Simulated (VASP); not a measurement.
Wanted: the native input for a VASP 6.6.1 run.

- Task: relaxation of shape and atoms at fixed volume
- Functional: PBEsol
- Potentials or basis: VASP PAW PBE potentials, release 64 (Zn, O)
- Cutoff: 600 eV
- k mesh: 8 × 8 × 6
- Occupations: gaussian, width 0.05 eV
- Spin: no spin polarisation
- Dipole correction: no
- Further INCAR settings: ALGO = Normal; EDIFF = 1e-07; IBRION = 2; EDIFFG = -0.02; NSW = 60; ISIF = 4

The structure of ZnO lies in POSCAR:

```
ZnO
1.0
    3.2419811861      0.0000000000      0.0000000000
   -1.6209905930      2.8076380657      0.0000000000
    0.0000000000      0.0000000000      5.2276401393
Zn O
2 2
Direct
    0.3333333333      0.6666666667      0.0014489168
    0.6666666667      0.3333333333      0.5014489168
    0.3333333333      0.6666666667      0.3806510832
    0.6666666667      0.3333333333      0.8806510832
```

The input as run:

INCAR

```
ALGO = Normal ; EDIFF = 1E-7
EDIFFG = -0.02 ; ENCUT = 600
GGA = PS ; IBRION = 2
ISIF = 4 ; ISMEAR = 0
LASPH = True ; LCHARG = False
LREAL = False ; LWAVE = False
NELM = 80 ; NSW = 60
PREC = Accurate ; SIGMA = 0.05
```

KPOINTS

```
k-points
0
Gamma
  8 8 6
```

Potentials or basis: VASP PAW PBE potentials, release 64 (Zn, O).

Command:

```sh
$ cat potpaw_PBE.64/Zn/POTCAR potpaw_PBE.64/O/POTCAR > POTCAR
$ mpirun -np 1 vasp_std > vasp.out
```

It gave:

- Pressure after relaxing: -0.6 GPa
- Band gap on the k mesh: 0.68 eV, direct

Caveat: the relaxation stopped at its first step, so nothing moved; the PAW data sets were made with another functional, which shifts forces and pressure a little.

It took 48 s on 1 thread of Intel(R) Xeon(R) Platinum 8488C (Sapphire Rapids), on a shared host, peak memory 0.2 GiB.
